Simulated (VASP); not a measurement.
# In2ICl (R-3m) in VASP: single point with PBE

Aim: the single point of In2ICl with PBE.

Program: VASP 6.6.1. These are calculated values, not measurements. Logs are shortened: lines on timing, memory, paths and dates and some standing lists are left out, and cuts for length are marked.

### 1 The cell of the first run

The structure is trigonal, space group R-3m (No. 166). The conventional cell has a = 6.547 Å, b = 6.547 Å, c = 11.448 Å, α = 90.00°, β = 90.00°, γ = 120.00°. In (site symmetry 3m) has 1 Cl at 2.30 Å within 3.0 Å. I (site symmetry -3m) has 8 In at 3.42 to 3.80 Å and 6 Cl at 4.23 Å within 4.5 Å. Cl (site symmetry -3m) has 2 In at 2.30 Å within 3.0 Å.

### 2 Single point, PBE

INCAR reads:

```
PREC     = Accurate       # precision mode
ENCUT    = 520            # plane-wave cutoff, eV
EDIFF    = 1E-6           # SCF threshold, eV
ISMEAR   = 0              # smearing method
SIGMA    = 0.1            # smearing width, eV
LREAL    = F              # projectors in reciprocal space
LASPH    = T              # aspherical terms in the spheres
NELM     = 60             # most SCF steps
ALGO     = Normal         # electronic algorithm
ISIF     = 2              # what is computed and relaxed
LWAVE    = F              # write WAVECAR
LCHARG   = F              # write CHGCAR
GGA      = PE             # functional
NBANDS   = 28             # bands
```

KPOINTS reads:

```
Automatic mesh
0
Gamma
  3 3 3
```

POSCAR reads:

```
In2ICl
1.0
    3.2735150600      1.8899648000      3.8161286500
   -3.2735150600      1.8899648000      3.8161286500
    0.0000000000     -3.7799296000      3.8161286500
In I Cl
2 1 1
Direct
    0.7991117900      0.7991117900      0.7991117900
    0.2008882100      0.2008882100      0.2008882100
    0.5000000000      0.5000000000      0.5000000000
    0.0000000000      0.0000000000      0.0000000000
```

Potentials or basis: VASP PAW PBE potentials, release 64 (In_d, I, Cl).

Command:

```bash
cat potpaw_PBE.64/In_d/POTCAR potpaw_PBE.64/I/POTCAR potpaw_PBE.64/Cl/POTCAR > POTCAR
mpirun -np 1 vasp_std > vasp.out
```

OUTCAR:

```text
PREC = Accurate
   ENCUT = 520
   EDIFF = 1E-6
   ISMEAR = 0
   LREAL = F
   LASPH = T
   NELM = 60
   ISIF = 2
   GGA = PE

 ion  position               nearest neighbor table
   1  0.799  0.799  0.799-   4 2.30   3 3.42   2 3.86   2 3.86   2 3.86
   2  0.201  0.201  0.201-   4 2.30   3 3.42   1 3.86   1 3.86   1 3.86
   3  0.500  0.500  0.500-   1 3.42   2 3.42
   4  0.000  0.000  0.000-   1 2.30   2 2.30

  LATTYP: Found a trigonal (rhomboedric) cell.
 ALAT       =     5.3712852900
 COS(alpha) =     0.2571480939

  Lattice vectors:

 A1 = (   3.2735150600,   1.8899648000,   3.8161286500)
 A2 = (  -3.2735150600,   1.8899648000,   3.8161286500)
 A3 = (   0.0000000000,  -3.7799296000,   3.8161286500)

Analysis of symmetry for initial positions (statically):
=====================================================================
 Subroutine PRICEL returns:
 Original cell was already a primitive cell.

 Routine SETGRP: Setting up the symmetry group for a
 trigonal (rhombohedral) supercell.

 Subroutine GETGRP returns: Found 12 space group operations
 (whereof 12 operations were pure point group operations)
 out of a pool of 12 trial point group operations.

The static configuration has the point symmetry D_3d.

Analysis of symmetry for dynamics (positions and initial velocities):
=====================================================================
 Subroutine PRICEL returns:
 Original cell was already a primitive cell.

 Routine SETGRP: Setting up the symmetry group for a
 trigonal (rhombohedral) supercell.

 Subroutine GETGRP returns: Found 12 space group operations
 (whereof 12 operations were pure point group operations)
 out of a pool of 12 trial point group operations.

The dynamic configuration has the point symmetry D_3d.

 Subroutine INISYM returns: Found 12 space group operations
 (whereof 12 operations are pure point group operations),
 and found     1 'primitive' translations

----------------------------------------------------------------------------------------

                                     Primitive cell

  volume of cell :     141.6584

  direct lattice vectors                    reciprocal lattice vectors
     3.273515060  1.889964800  3.816128650     0.152741011  0.088185064  0.087348558
    -3.273515060  1.889964800  3.816128650    -0.152741011  0.088185064  0.087348558
     0.000000000 -3.779929600  3.816128650     0.000000000 -0.176370128  0.087348558

  length of vectors
     5.371285290  5.371285290  5.371285289     0.196815123  0.196815123  0.196815123

  position of ions in fractional coordinates (direct lattice)
     0.799111790  0.799111790  0.799111790
     0.200888210  0.200888210  0.200888210
     0.500000000  0.500000000  0.500000000
     0.000000000  0.000000000  0.000000000

  ion indices of the primitive-cell ions
   primitive index   ion index
                 1           1
                 2           2
                 3           3
                 4           4

----------------------------------------------------------------------------------------

 KPOINTS: Automatic mesh

Automatic generation of k-mesh.
 Grid dimensions read from file:
 generate k-points for:    3    3    3

 Generating k-lattice:

  Cartesian coordinates                     Fractional coordinates (reciprocal lattice)
     0.050913670  0.029395021  0.029116186     0.333333333 -0.000000000  0.000000000
    -0.050913670  0.029395021  0.029116186    -0.000000000  0.333333333  0.000000000
     0.000000000 -0.058790043  0.029116186     0.000000000  0.000000000  0.333333333

  Length of vectors
     0.065605041  0.065605041  0.065605041

  Shift w.r.t. Gamma in fractional coordinates (k-lattice)
     0.000000000  0.000000000  0.000000000

 Subroutine IBZKPT returns following result:
 ===========================================

 Found      6 irreducible k-points:

 Following reciprocal coordinates:
            Coordinates               Weight
  0.000000  0.000000  0.000000      1.000000
  0.333333 -0.000000  0.000000      6.000000
  0.333333  0.333333  0.000000      6.000000
 -0.333333  0.333333  0.000000      6.000000
  0.333333  0.333333  0.333333      2.000000
 -0.333333  0.333333  0.333333      6.000000
   k-points           NKPTS =      6   k-points in BZ     NKDIM =      6   number of bands    NBANDS=     28
   number of dos      NEDOS =    301   number of ions     NIONS =      4
   total plane-waves  NPLWV =  64000
   dimension x,y,z NGX =    40 NGY =   40 NGZ =   40
   dimension x,y,z NGXF=    80 NGYF=   80 NGZF=   80
   ions per type =               2   1   1
   NGX,Y,Z   is equivalent  to a cutoff of  12.38, 12.38, 12.38 a.u.
   NGXF,Y,Z  is equivalent  to a cutoff of  24.76, 24.76, 24.76 a.u.
 SYSTEM =  unknown system
   PREC   = accura    normal or accurate (medium, high low for compatibility)
   ISTART =      0    job   : 0-new  1-cont  2-samecut
   ICHARG =      2    charge: 1-file 2-atom 10-const
   ISPIN  =      1    spin polarized calculation?
   LNONCOLLINEAR =      F non collinear calculations
   LSORBIT =      F    spin-orbit coupling
   LASPH  =      T    aspherical Exc in radial PAW
   ENCUT  =  520.0 eV  38.22 Ry    6.18 a.u.   9.99  9.99  9.99*2*pi/ulx,y,z
   NELM   =     60;   NELMIN=  2; NELMDL= -5     # of ELM steps
   EDIFF  = 0.1E-05   stopping-criterion for ELM
   LREAL  =      F    real-space projection
   EDIFFG = 0.1E-04   stopping-criterion for IOM
   NSW    =      0    number of steps for IOM
   IBRION =     -1    ionic relax: 0-MD 1-quasi-New 2-CG
   NFREE  =      0    steps in history (QN), initial steepest desc. (CG)
   ISIF   =      2    stress and relaxation
   ISYM   =      2    0-nonsym 1-usesym 2-fastsym
   POTIM  = 0.5000    time-step for ionic-motion
   TEBEG  =    0.0;   TEEND  =   0.0 temperature during run
   PSTRESS=    0.0 pullay stress
   NELECT =      40.0000    total number of electrons
   NUPDOWN=      -1.0000    fix difference up-down
   EMIN   =  10.00;   EMAX   =-10.00  energy-range for DOS
   EFERMI =   0.00;   METHOD = LEGACY
   ISMEAR =     0;   SIGMA  =   0.10  broadening in eV -4-tet -1-fermi 0-gaus
   EFERMI_NEDOS =   21; number of points for ismear=-14 and -15
   IALGO  =     38    algorithm
   IMIX   =      4    mixing-type and parameters
     AMIX     =   0.40;   BMIX     =  1.00
     AMIX_MAG =   1.60;   BMIX_MAG =  1.00
  volume/ion in A,a.u.               =      35.41       238.99
  Fermi-wavevector in a.u.,A,eV,Ry     =   1.074024  2.029611 15.694700  1.153528
  Thomas-Fermi vector in A             =   2.209840
   LORBIT       =      0    0 simple, 1 ext, 2 COOP (PROOUT), +10 PAW based schemes
   GGA     = PE    functional components
   LHFCALC =     F    Hartree Fock is set to
   AEXX    =    0.0000 exact exchange contribution
   IVDW    =     0    specifies the selected vdW correction
   LEPSILON=     F    determine dielectric tensor
   LRPA    =     F    only Hartree local field effects (RPA)
 non-spin polarized calculation
 Gauss-broadening in eV      SIGMA  =   0.10
  energy-cutoff  :      520.00
  volume of cell :      141.66
 maximum number of plane-waves:      3828
   NGX = 19   NGY = 19   NGZ = 19

 number of electron      40.0000006 magnetization

 Free energy of the ion-electron system (eV)
  ---------------------------------------------------
  ext. energy  EPLUGINS =         0.00000000
  ---------------------------------------------------
  free energy    TOTEN  =        -9.16127468 eV

  energy without entropy =       -9.15809514  energy(sigma->0) =       -9.15968491

 E-fermi :   3.8974     XC(G=0):  -8.2674

 val. band max:        3.7565282182   @ k =  -0.3333   0.3333   0.0000
 cond. band min:       4.0014624499   @ k =   0.0000   0.0000   0.0000
 fundamental gap:      0.2449342317
 Fermi energy:         3.8974389288

 k-point     1 :       0.0000    0.0000    0.0000
  band No.  band energies     occupation
      1     -13.5150      2.00000
      2     -10.9153      2.00000
      3     -10.6916      2.00000
      4     -10.6916      2.00000
      5     -10.6784      2.00000
      6     -10.6784      2.00000
[... 20 lines left out ...]
     27       9.0767      0.00000
     28      10.5126      0.00000

 k-point     2 :       0.3333   -0.0000    0.0000
  band No.  band energies     occupation
      1     -13.5111      2.00000
      2     -10.9179      2.00000
      3     -10.7001      2.00000
      4     -10.6936      2.00000
      5     -10.6686      2.00000
      6     -10.6649      2.00000
[... 20 lines left out ...]
     27      10.1173      0.00000
     28      10.6791      0.00000

 k-point     3 :       0.3333    0.3333    0.0000
  band No.  band energies     occupation
      1     -13.5086      2.00000
      2     -10.9181      2.00000
      3     -10.7020      2.00000
      4     -10.6965      2.00000
      5     -10.6609      2.00000
      6     -10.6605      2.00000
[... 20 lines left out ...]
     27      10.2584      0.00000
     28      10.7339      0.00000

 k-point     4 :      -0.3333    0.3333    0.0000
  band No.  band energies     occupation
      1     -13.5086      2.00000
      2     -10.9169      2.00000
      3     -10.7131      2.00000
      4     -10.6774      2.00000
      5     -10.6730      2.00000
      6     -10.6591      2.00000
[... 20 lines left out ...]
     27      10.2139      0.00000
     28      10.4247      0.00000

 k-point     5 :       0.3333    0.3333    0.3333
  band No.  band energies     occupation
      1     -13.5070      2.00000
      2     -10.9179      2.00000
      3     -10.6922      2.00000
      4     -10.6922      2.00000
      5     -10.6689      2.00000
      6     -10.6689      2.00000
[... 20 lines left out ...]
     27      10.9071      0.00000
     28      10.9071      0.00000

 k-point     6 :      -0.3333    0.3333    0.3333
  band No.  band energies     occupation
      1     -13.5068      2.00000
      2     -10.9253      2.00000
      3     -10.7011      2.00000
      4     -10.6969      2.00000
      5     -10.6604      2.00000
      6     -10.6567      2.00000
[... 20 lines left out ...]
     27      10.3708      0.00000
     28      11.0055      0.00000

------------------------ aborting loop because EDIFF is reached ----------------------------------------

  FORCE on cell =-STRESS in cart. coord.  units (eV):
  Direction    XX          YY          ZZ          XY          YZ          ZX
  --------------------------------------------------------------------------------------
  -------------------------------------------------------------------------------------
  Total       -0.5930509     -0.5930509     20.9163646      0.0000000      0.0000000     -0.0000000
  in kB       -6.7074936     -6.7074936    236.5671667      0.0000000      0.0000000     -0.0000000
  external PRESSURE =      74.3840598 kB  Pullay stress =       0.0000000 kB

 VOLUME and BASIS-vectors are now :
 -----------------------------------------------------------------------------
  energy-cutoff  :      520.00
  volume of cell :      141.66
      direct lattice vectors                 reciprocal lattice vectors
     3.273515060  1.889964800  3.816128650     0.152741011  0.088185064  0.087348558
    -3.273515060  1.889964800  3.816128650    -0.152741011  0.088185064  0.087348558
     0.000000000 -3.779929600  3.816128650     0.000000000 -0.176370128  0.087348558

 POSITION                                       TOTAL-FORCE (eV/Angst)
 -----------------------------------------------------------------------------------
      0.00000      0.00000      9.14854         0.000000      0.000000     -3.271133
      0.00000      0.00000      2.29985         0.000000     -0.000000      3.271133
      0.00000      0.00000      5.72419         0.000000      0.000000      0.000000
      0.00000      0.00000      0.00000         0.000000      0.000000      0.000000
 -----------------------------------------------------------------------------------
    total drift:                                0.000000      0.000000     -0.000000

  FREE ENERGIE OF THE ION-ELECTRON SYSTEM (eV)
  ---------------------------------------------------
  free  energy   TOTEN  =        -9.1612746817 eV

  energy  without entropy=       -9.1580951420  energy(sigma->0) =       -9.15968491
```

It took 49 s on 1 thread of Intel Xeon 8259CL, shared host; peak memory 0.25 GiB.

Results:

- Free energy: -9.1613 eV
- Pressure: 7.4 GPa
- Largest force: 3.271 eV/Å
- Band gap on the k mesh: 0.24 eV, indirect (least direct gap 0.40 eV)

Forces on the atoms (eV/Å):
```
In   0.000  0.000 -3.271
In   0.000  0.000  3.271
I    0.000  0.000  0.000
Cl   0.000  0.000  0.000
```

Levels at points of the mesh, in eV from the valence-band top:
| k point | band 18 | band 19 | band 20 | band 21 | band 22 | band 23 |
| --- | --- | --- | --- | --- | --- | --- |
| (0.00, 0.00, 0.00) | -2.19 | -2.19 | -0.15 | 0.25 | 0.25 | 3.14 |

Caveat: spin-orbit coupling is left out, which moves the levels of the heavy elements; forces of over 1 eV/Å act on the atoms, so gaps and moduli don't describe the material at rest. A k mesh can miss the band edges.
